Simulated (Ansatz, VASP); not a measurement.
**One calculation of Ti2Co, two programs**

INCAR

```
ALGO = Normal
EDIFF = 1E-6
ENCUT = 520
GGA = PS
ISIF = 2
ISMEAR = 1
ISPIN = 2
LASPH = T
LCHARG = F
LMAXMIX = 4
LORBIT = 11
LREAL = F
LWAVE = F
MAGMOM = 0 0 0 0 0.59 0.59
NBANDS = 46
NELM = 150
PREC = Accurate
SIGMA = 0.2
```

KPOINTS

```
k-points
0
Gamma
  10 10 10
```

The input POSCAR:

```
Ti2Co
1.0
    0.0000000000      3.3650000000      3.3650000000
    3.3650000000      0.0000000000      3.3650000000
    3.3650000000      3.3650000000      0.0000000000
Ti Co
4 2
Direct
    0.1250000000      0.1250000000      0.1250000000
    0.6250000000      0.1250000000      0.1250000000
    0.1250000000      0.1250000000      0.6250000000
    0.1250000000      0.6250000000      0.1250000000
    0.5000000000      0.5000000000      0.5000000000
    0.7500000000      0.7500000000      0.7500000000
```

Input for Ansatz:

```yaml
crystal:
  lattice:
    - [0.0, 3.365, 3.365]
    - [3.365, 0.0, 3.365]
    - [3.365, 3.365, 0.0]
  atoms:
    - { symbol: Ti, position: [0.125, 0.125, 0.125] }
    - { symbol: Ti, position: [0.625, 0.125, 0.125] }
    - { symbol: Ti, position: [0.125, 0.125, 0.625] }
    - { symbol: Ti, position: [0.125, 0.625, 0.125] }
    - { symbol: Co, position: [0.5, 0.5, 0.5], spin: 0.59 }
    - { symbol: Co, position: [0.75, 0.75, 0.75], spin: 0.59 }
basis:
  ecutwfc: 420
kpoints:
  mp_grid: { grid: [10, 10, 10] }
hamiltonian:
  xc: pbesol
scf:
  occupations: { method: methfessel_paxton, width: 0.2 }
output:
  forces: true
  stress: true
  eigenvalues: true
  populations: true
magnetization:
  spin_polarized: true
```

Alike in both runs: task single point; functional PBEsol; k mesh 10 × 10 × 10; occupations methfessel-paxton of order 1, width 0.2 eV; collinear spin.

|  | VASP | Ansatz |
| --- | --- | --- |
| version | VASP 6.6.1 | Ansatz 0.2.0 |
| potentials or method | VASP PAW PBE potentials, release 64 (Ti_sv, Co), cutoff 520 eV | scalar-relativistic, plane waves, PAW |
| valence electrons in the cell | 66 | 82 |

|  | VASP | Ansatz | Ansatz less VASP |
| --- | --- | --- | --- |
| gap on the k mesh at the Fermi level (eV) | none | none | - |
| pressure (GPa) | 16.0 | 16.0 | +0.10 |
| net moment per atom (μB) | 0.21 | 0.21 | +0.001 |
| size of the moment on the site where the two differ most (μB) | 0.57 | 0.59 | +0.023 |

VASP's potentials were made for PBE, not for PBEsol. Site moments also hang on the region over which each program counts them. A gap of «none» marks a metal or a gap that the smearing closes. VASP's potentials hold 66 valence electrons a cell and Ansatz's 82, so a difference there can come from the potentials and not from the codes. Ansatz's warnings: stability check not made.
